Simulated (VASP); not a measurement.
Runs of VASP 6.6.1 on MgO (pbe). The structure is that of space group Fm-3m (No. 225), or close to it. The cells are those of the table. 

```csv
task,cell,smearing,gap on the mesh (eV),pressure (GPa)
single point,"a = 3.008 Å, angles 60.0°, 2 atoms",gaussian 0.01 eV,4.44,-1.1
relaxation of cell and atoms,"relaxed from a = 2.978 Å, angles 60.0°, 2 atoms",gaussian 0.02 eV,(a),0.0
single point,"a = 3.008 Å, angles 60.0°, 2 atoms",gaussian 0.02 eV,4.44,-1.1
single point,"a = 2.978 Å, angles 60.0°, 2 atoms",gaussian 0.1 eV,4.73,3.7
```

Alike in all rows: level PBE; potentials or basis VASP PAW PBE potentials, release 64 (Mg, O); no spin polarisation; k mesh 8 × 8 × 8; cutoff (eV) 600.

Problem. Fill in the values left out.

Solution. (a) 4.50.

